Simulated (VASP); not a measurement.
# Sn3GeO4 (P4mm) in VASP: notebook

Sn3GeO4 is run at these levels: PBE; tasks: single point.

All numbers are computed with VASP 6.6.1; they aren't measurements. Logs are shortened: lines on timing, memory, paths and dates and some standing lists are left out, and cuts for length are marked.

### 1 The cell of the first run

The structure is tetragonal, space group P4mm (No. 99). Conventional cell: a = 3.821 Å, b = 3.821 Å, c = 10.138 Å, α = 90.00°, β = 90.00°, γ = 90.00°. Within 3.0 Å of Sn (site symmetry 4mm) lie 4 O at 2.25 Å. Within 3.0 Å of Sn (site symmetry 4mm) lie 4 O at 2.24 Å. Sn (site symmetry 4mm) has 4 O at 2.24 Å within 3.0 Å. Within 2.8 Å of Ge (site symmetry 4mm) lie 4 O at 2.14 Å. O (site symmetry 2mm) has 4 Sn at 2.24 to 2.25 Å and 4 O at 2.70 Å within 3.0 Å. O (site symmetry 2mm) has 2 Ge at 2.14 Å and 2 Sn at 2.24 Å and 4 O at 2.70 Å within 2.8 Å.

### 2 Single point, PBE (18.50 Å³/atom)

The input, INCAR:

```
SYSTEM = Sn3GeO4
ALGO = Normal
EDIFF = 1E-6
ENCUT = 520
GGA = PE
ISIF = 2
ISMEAR = 0
LASPH = .True.
LCHARG = .False.
LREAL = .False.
LWAVE = .False.
NBANDS = 50
NELM = 80
PREC = Accurate
SIGMA = 0.02
```

The input, KPOINTS:

```
k-points
0
Gamma
  8 8 4
  0 0 0
```

The input, POSCAR:

```
Sn3GeO4
1.0
    3.8212125065      0.0000000000      0.0000000000
    0.0000000000      3.8212125065      0.0000000000
    0.0000000000      0.0000000000     10.1380593778
Sn Ge O
3 1 4
Direct
    0.5000000000      0.5000000000      0.1213835397
    0.5000000000      0.5000000000      0.6063605034
    0.0000000000      0.0000000000      0.8886023630
    0.0000000000      0.0000000000      0.3941706610
    0.0000000000      0.5000000000      0.0046371959
    0.0000000000      0.5000000000      0.4901037706
    0.5000000000      0.0000000000      0.0046371959
    0.5000000000      0.0000000000      0.4901037706
```

Potentials or basis: VASP PAW PBE potentials, release 64 (Sn_d, Ge_d, O).

Command:

```bash
$ cat potpaw_PBE.64/Sn_d/POTCAR potpaw_PBE.64/Ge_d/POTCAR potpaw_PBE.64/O/POTCAR > POTCAR
$ mpirun -np 1 vasp_std > vasp.out
```

OUTCAR:

```text
SYSTEM = Sn3GeO4
   EDIFF = 1E-6
   ENCUT = 520
   GGA = PE
   ISIF = 2
   ISMEAR = 0
   LASPH = .True.
   LREAL = .False.
   NELM = 80
   PREC = Accurate

 ion  position               nearest neighbor table
   1  0.500  0.500  0.121-   5 2.25   7 2.25   7 2.25   5 2.25   3 3.59   3 3.59   3 3.59   3 3.59

   2  0.500  0.500  0.606-   6 2.24   8 2.24   8 2.24   6 2.24
   3  0.000  0.000  0.889-   5 2.24   7 2.24   5 2.24   7 2.24   1 3.59   1 3.59   1 3.59   1 3.59

   4  0.000  0.000  0.394-   6 2.14   8 2.14   6 2.14   8 2.14
   5  0.000  0.500  0.005-   3 2.24   3 2.24   1 2.25   1 2.25
   6  0.000  0.500  0.490-   4 2.14   4 2.14   2 2.24   2 2.24
   7  0.500  0.000  0.005-   3 2.24   3 2.24   1 2.25   1 2.25
   8  0.500  0.000  0.490-   4 2.14   4 2.14   2 2.24   2 2.24

  LATTYP: Found a simple tetragonal cell.
 ALAT       =     3.8212125065
 C/A-ratio  =     2.6531001248

  Lattice vectors:

 A1 = (   3.8212125065,   0.0000000000,   0.0000000000)
 A2 = (   0.0000000000,   3.8212125065,   0.0000000000)
 A3 = (   0.0000000000,   0.0000000000,  10.1380593778)

Analysis of symmetry for initial positions (statically):
=====================================================================
 Subroutine PRICEL returns:
 Original cell was already a primitive cell.

 Routine SETGRP: Setting up the symmetry group for a
 simple tetragonal supercell.

 Subroutine GETGRP returns: Found  8 space group operations
 (whereof  8 operations were pure point group operations)
 out of a pool of 16 trial point group operations.

The static configuration has the point symmetry C_4v.

Analysis of symmetry for dynamics (positions and initial velocities):
=====================================================================
 Subroutine PRICEL returns:
 Original cell was already a primitive cell.

 Routine SETGRP: Setting up the symmetry group for a
 simple tetragonal supercell.

 Subroutine GETGRP returns: Found  8 space group operations
 (whereof  8 operations were pure point group operations)
 out of a pool of 16 trial point group operations.

The dynamic configuration has the point symmetry C_4v.

 Subroutine INISYM returns: Found  8 space group operations
 (whereof  8 operations are pure point group operations),
 and found     1 'primitive' translations

----------------------------------------------------------------------------------------

                                     Primitive cell

  volume of cell :     148.0325

  direct lattice vectors                    reciprocal lattice vectors
     3.821212507  0.000000000  0.000000000     0.261697039  0.000000000  0.000000000
     0.000000000  3.821212507  0.000000000     0.000000000  0.261697039  0.000000000
     0.000000000  0.000000000 10.138059378     0.000000000  0.000000000  0.098638207

  length of vectors
     3.821212507  3.821212507 10.138059378     0.261697039  0.261697039  0.098638207

  position of ions in fractional coordinates (direct lattice)
     0.500000000  0.500000000  0.121383540
     0.500000000  0.500000000  0.606360503
     0.000000000  0.000000000  0.888602363
     0.000000000  0.000000000  0.394170661
     0.000000000  0.500000000  0.004637196
     0.000000000  0.500000000  0.490103771
     0.500000000  0.000000000  0.004637196
     0.500000000  0.000000000  0.490103771

  ion indices of the primitive-cell ions
   primitive index   ion index
                 1           1
                 2           2
                 3           3
                 4           4
                 5           5
                 6           6
                 7           7
                 8           8

----------------------------------------------------------------------------------------

 KPOINTS: k-points

Automatic generation of k-mesh.
 Grid dimensions read from file:
 generate k-points for:    8    8    4

 Generating k-lattice:

  Cartesian coordinates                     Fractional coordinates (reciprocal lattice)
     0.032712130  0.000000000  0.000000000     0.125000000  0.000000000  0.000000000
     0.000000000  0.032712130  0.000000000     0.000000000  0.125000000  0.000000000
     0.000000000  0.000000000  0.024659552     0.000000000  0.000000000  0.250000000

  Length of vectors
     0.032712130  0.032712130  0.024659552

  Shift w.r.t. Gamma in fractional coordinates (k-lattice)
     0.000000000  0.000000000  0.000000000

 Subroutine IBZKPT returns following result:
 ===========================================

 Found     45 irreducible k-points:

 Following reciprocal coordinates:
            Coordinates               Weight
  0.000000  0.000000  0.000000      1.000000
  0.125000  0.000000  0.000000      4.000000
  0.250000  0.000000  0.000000      4.000000
  0.375000  0.000000  0.000000      4.000000
  0.500000  0.000000  0.000000      2.000000
  0.125000  0.125000  0.000000      4.000000
[... 16 lines left out ...]
  0.375000  0.125000  0.250000     16.000000
  0.500000  0.125000  0.250000      8.000000
 [... further k-points ...]
   k-points           NKPTS =     45   k-points in BZ     NKDIM =     45   number of bands    NBANDS=     50
   number of dos      NEDOS =    301   number of ions     NIONS =      8
   total plane-waves  NPLWV =  62720
   dimension x,y,z NGX =    28 NGY =   28 NGZ =   80
   dimension x,y,z NGXF=    56 NGYF=   56 NGZF=  160
   ions per type =               3   1   4
   NGX,Y,Z   is equivalent  to a cutoff of  12.18, 12.18, 13.12 a.u.
   NGXF,Y,Z  is equivalent  to a cutoff of  24.36, 24.36, 26.24 a.u.
 SYSTEM =  Sn3GeO4
   PREC   = accura    normal or accurate (medium, high low for compatibility)
   ISTART =      0    job   : 0-new  1-cont  2-samecut
   ICHARG =      2    charge: 1-file 2-atom 10-const
   ISPIN  =      1    spin polarized calculation?
   LNONCOLLINEAR =      F non collinear calculations
   LSORBIT =      F    spin-orbit coupling
   LASPH  =      T    aspherical Exc in radial PAW
   ENCUT  =  520.0 eV  38.22 Ry    6.18 a.u.   7.10  7.10 18.85*2*pi/ulx,y,z
   NELM   =     80;   NELMIN=  2; NELMDL= -5     # of ELM steps
   EDIFF  = 0.1E-05   stopping-criterion for ELM
   LREAL  =      F    real-space projection
   EDIFFG = 0.1E-04   stopping-criterion for IOM
   NSW    =      0    number of steps for IOM
   IBRION =     -1    ionic relax: 0-MD 1-quasi-New 2-CG
   NFREE  =      0    steps in history (QN), initial steepest desc. (CG)
   ISIF   =      2    stress and relaxation
   ISYM   =      2    0-nonsym 1-usesym 2-fastsym
   POTIM  = 0.5000    time-step for ionic-motion
   TEBEG  =    0.0;   TEEND  =   0.0 temperature during run
   PSTRESS=    0.0 pullay stress
   NELECT =      80.0000    total number of electrons
   NUPDOWN=      -1.0000    fix difference up-down
   EMIN   =  10.00;   EMAX   =-10.00  energy-range for DOS
   EFERMI =   0.00;   METHOD = LEGACY
   ISMEAR =     0;   SIGMA  =   0.02  broadening in eV -4-tet -1-fermi 0-gaus
   EFERMI_NEDOS =   21; number of points for ismear=-14 and -15
   IALGO  =     38    algorithm
   IMIX   =      4    mixing-type and parameters
     AMIX     =   0.40;   BMIX     =  1.00
     AMIX_MAG =   1.60;   BMIX_MAG =  1.00
  volume/ion in A,a.u.               =      18.50       124.87
  Fermi-wavevector in a.u.,A,eV,Ry     =   1.333478  2.519907 24.193373  1.778163
  Thomas-Fermi vector in A             =   2.462333
   LORBIT       =      0    0 simple, 1 ext, 2 COOP (PROOUT), +10 PAW based schemes
   GGA     = PE    functional components
   LHFCALC =     F    Hartree Fock is set to
   AEXX    =    0.0000 exact exchange contribution
   IVDW    =     0    specifies the selected vdW correction
   LEPSILON=     F    determine dielectric tensor
   LRPA    =     F    only Hartree local field effects (RPA)
 non-spin polarized calculation
 Gauss-broadening in eV      SIGMA  =   0.02
  energy-cutoff  :      520.00
  volume of cell :      148.03
 maximum number of plane-waves:      4008
   NGX = 15   NGY = 15   NGZ = 37

 number of electron      79.9999970 magnetization

 Free energy of the ion-electron system (eV)
  ---------------------------------------------------
  ext. energy  EPLUGINS =         0.00000000
  ---------------------------------------------------
  free energy    TOTEN  =       -45.60077535 eV

  energy without entropy =      -45.60077535  energy(sigma->0) =      -45.60077535

 E-fermi :   5.4085     XC(G=0):  -9.7620

 val. band max:        5.2917464134   @ k =   0.1250   0.1250   0.0000
 cond. band min:       6.2815181386   @ k =   0.5000   0.5000   0.0000
 fundamental gap:      0.9897717252
 Fermi energy:         5.4085255950

 k-point     1 :       0.0000    0.0000    0.0000
  band No.  band energies     occupation
      1     -19.3193      2.00000
      2     -19.2607      2.00000
      3     -19.2516      2.00000
      4     -19.2516      2.00000
      5     -19.2397      2.00000
      6     -16.1758      2.00000
[... 42 lines left out ...]
     49      10.9611      0.00000
     50      10.9611      0.00000

 k-point     2 :       0.1250    0.0000    0.0000
  band No.  band energies     occupation
      1     -19.3165      2.00000
      2     -19.2612      2.00000
      3     -19.2545      2.00000
      4     -19.2515      2.00000
      5     -19.2384      2.00000
      6     -16.1689      2.00000
[... 42 lines left out ...]
     49      10.7945      0.00000
     50      11.0584      0.00000

 k-point     3 :       0.2500    0.0000    0.0000
  band No.  band energies     occupation
      1     -19.3094      2.00000
      2     -19.2623      2.00000
      3     -19.2615      2.00000
      4     -19.2513      2.00000
      5     -19.2359      2.00000
      6     -16.1497      2.00000
[... 42 lines left out ...]
     49      11.1970      0.00000
     50      11.3114      0.00000

 k-point     4 :       0.3750    0.0000    0.0000
  band No.  band energies     occupation
      1     -19.3011      2.00000
      2     -19.2693      2.00000
      3     -19.2634      2.00000
      4     -19.2512      2.00000
      5     -19.2336      2.00000
      6     -16.1177      2.00000
[... 999 lines left out ...]
 k-point    23 :       0.3750    0.1250    0.2500
  band No.  band energies     occupation
      1     -19.2983      2.00000
      2     -19.2692      2.00000
      3     -19.2639      2.00000
      4     -19.2531      2.00000
      5     -19.2332      2.00000
      6     -16.1180      2.00000
[... 42 lines left out ...]
     49      11.4207      0.00000
     50      11.5550      0.00000

 k-point    24 :       0.5000    0.1250    0.2500
  band No.  band energies     occupation
      1     -19.2939      2.00000
      2     -19.2733      2.00000
      3     -19.2643      2.00000
      4     -19.2530      2.00000
      5     -19.2322      2.00000
      6     -16.0724      2.00000
[... 42 lines left out ...]
     49      11.4708      0.00000
     50      11.9121      0.00000

 [... further k-points ...]

------------------------ aborting loop because EDIFF is reached ----------------------------------------

  FORCE on cell =-STRESS in cart. coord.  units (eV):
  Direction    XX          YY          ZZ          XY          YZ          ZX
  --------------------------------------------------------------------------------------
  -------------------------------------------------------------------------------------
  Total       -0.3818539     -0.3818539     -0.2707452      0.0000000      0.0000000      0.0000000
  in kB       -4.1328596     -4.1328596     -2.9303141      0.0000000      0.0000000      0.0000000
  external PRESSURE =      -3.7320111 kB  Pullay stress =       0.0000000 kB

 VOLUME and BASIS-vectors are now :
 -----------------------------------------------------------------------------
  energy-cutoff  :      520.00
  volume of cell :      148.03
      direct lattice vectors                 reciprocal lattice vectors
     3.821212507  0.000000000  0.000000000     0.261697039  0.000000000  0.000000000
     0.000000000  3.821212507  0.000000000     0.000000000  0.261697039  0.000000000
     0.000000000  0.000000000 10.138059378     0.000000000  0.000000000  0.098638207

 POSITION                                       TOTAL-FORCE (eV/Angst)
 -----------------------------------------------------------------------------------
      1.91061      1.91061      1.23059        -0.000000      0.000000      0.085231
      1.91061      1.91061      6.14732        -0.000000     -0.000000      0.076129
      0.00000      0.00000      9.00870        -0.000000      0.000000     -0.081396
      0.00000      0.00000      3.99613        -0.000000      0.000000     -0.061920
      0.00000      1.91061      0.04701        -0.000000      0.000000     -0.001229
      0.00000      1.91061      4.96870        -0.000000      0.000000     -0.007793
      1.91061      0.00000      0.04701        -0.000000      0.000000     -0.001229
      1.91061      0.00000      4.96870         0.000000      0.000000     -0.007793
 -----------------------------------------------------------------------------------
    total drift:                                0.000000     -0.000000     -0.001695

  FREE ENERGIE OF THE ION-ELECTRON SYSTEM (eV)
  ---------------------------------------------------
  free  energy   TOTEN  =       -45.6007753538 eV

  energy  without entropy=      -45.6007753538  energy(sigma->0) =      -45.60077535
```

Wall time 4.1 min (1 thread of Intel Xeon Platinum 8488C (Sapphire Rapids), shared host); peak memory 0.4 GiB.

Results:

| Quantity | Value |
| --- | --- |
| Free energy | -45.6008 eV |
| Pressure | -0.4 GPa |
| Largest force | 0.085 eV/Å |
| Band gap on the k mesh | 0.99 eV (least direct gap 1.66 eV) |

Forces on the atoms (eV/Å):
```
Sn   0.000  0.000  0.085
Sn   0.000  0.000  0.076
Sn   0.000  0.000 -0.081
Ge   0.000  0.000 -0.062
O    0.000  0.000 -0.001
O    0.000  0.000 -0.008
O    0.000  0.000 -0.001
O    0.000  0.000 -0.008
```

Levels at points of the mesh, in eV from the valence-band top:
| k point | band 36 | band 37 | band 38 | band 39 | band 40 | band 41 | band 42 | band 43 | band 44 | band 45 |
| --- | --- | --- | --- | --- | --- | --- | --- | --- | --- | --- |
| (0.00, 0.00, 0.00) | -2.73 | -2.54 | -2.54 | -1.58 | -0.12 | 1.59 | 2.35 | 3.73 | 3.73 | 3.85 |
| (0.50, 0.00, 0.00) | -4.15 | -2.02 | -1.97 | -1.28 | -1.20 | 2.54 | 2.84 | 2.98 | 3.69 | 5.29 |
| (0.50, 0.50, 0.00) | -1.90 | -1.90 | -1.89 | -1.61 | -1.39 | 0.99 | 0.99 | 3.15 | 3.15 | 3.95 |
| (0.00, 0.00, 0.50) | -2.73 | -2.54 | -2.54 | -0.92 | -0.26 | 1.40 | 2.20 | 3.98 | 4.18 | 4.18 |
| (0.50, 0.00, 0.50) | -4.15 | -1.68 | -1.62 | -1.57 | -1.53 | 2.61 | 2.90 | 2.93 | 3.59 | 5.35 |
| (0.50, 0.50, 0.50) | -1.90 | -1.89 | -1.77 | -1.75 | -1.66 | 1.59 | 1.59 | 1.86 | 1.86 | 5.12 |

Caveat: spin-orbit coupling is left out, which moves the levels of the heavy elements. A k mesh can miss the band edges.

### 3 Single point, PBE (19.04 Å³/atom)

This run uses another cell than the first one, of 19.04 Å³/atom.

The input, INCAR:

```
  ALGO = Normal
  EDIFF = 1E-6
  ENCUT = 520
  GGA = PE
  ISIF = 2
  ISMEAR = 0
  LASPH = True
  LCHARG = True
  LELF = True
  LREAL = False
  LVHAR = True
  LWAVE = False
  NBANDS = 50
  NELM = 100
  PREC = Accurate
  SIGMA = 0.02
```

The input, KPOINTS:

```
k-points
0
Gamma
  8 8 4
```

The input, POSCAR:

```
Sn3GeO4
1.0
    3.8270533343      0.0000000000      0.0000000000
    0.0000000000      3.8270533343      0.0000000000
    0.0000000000      0.0000000000     10.4015203425
Sn Ge O
3 1 4
Direct
    0.5000000000      0.5000000000      0.1194682338
    0.5000000000      0.5000000000      0.6025632428
    0.0000000000      0.0000000000      0.8924255454
    0.0000000000      0.0000000000      0.3955131006
    0.0000000000      0.5000000000      0.0057012495
    0.0000000000      0.5000000000      0.4893131893
    0.5000000000      0.0000000000      0.0057012495
    0.5000000000      0.0000000000      0.4893131893
```

Potentials or basis: VASP PAW PBE potentials, release 64 (Sn_d, Ge_d, O).

Command:

```bash
$ cat potpaw_PBE.64/Sn_d/POTCAR potpaw_PBE.64/Ge_d/POTCAR potpaw_PBE.64/O/POTCAR > POTCAR
$ mpirun -np 1 vasp_std > vasp.out
```

Wall time 3.8 min (1 thread of Intel Xeon Platinum 8488C (Sapphire Rapids), shared host); peak memory 0.42 GiB.

The run converged. Its results:

| Property | Result |
| --- | --- |
| Free energy | -45.5841 eV |
| Pressure | -0.7 GPa |
| Largest force | 0.080 eV/Å |
| Band gap on the k mesh | 1.18 eV (least direct gap 1.68 eV) |

Forces in eV/Å, atoms in the order of the input:
```
Sn   0.000  0.000  0.075
Sn   0.000  0.000  0.080
Sn   0.000  0.000 -0.074
Ge   0.000  0.000 -0.052
O    0.000  0.000 -0.001
O    0.000  0.000 -0.014
O    0.000  0.000 -0.001
O    0.000  0.000 -0.014
```

Stress tensor (GPa, compression positive):
```
-0.74  0.00  0.00
 0.00 -0.74  0.00
 0.00  0.00 -0.61
```

Levels at points of the mesh, in eV from the valence-band top:
```tsv
k point	band 38	band 39	band 40	band 41	band 42	band 43
(0.00, 0.00, 0.00)	-2.48	-1.52	-0.11	1.59	2.31	3.80
(0.50, 0.00, 0.00)	-1.85	-1.23	-1.15	2.52	2.76	2.91
(0.50, 0.50, 0.00)	-1.84	-1.55	-1.35	1.18	1.18	3.26
(0.00, 0.00, 0.50)	-2.48	-0.90	-0.31	1.40	2.20	3.92
(0.50, 0.00, 0.50)	-1.52	-1.51	-1.47	2.59	2.83	2.85
(0.50, 0.50, 0.50)	-1.67	-1.66	-1.58	1.75	1.75	1.96
```

Caveat: spin-orbit coupling is left out, which moves the levels of the heavy elements.
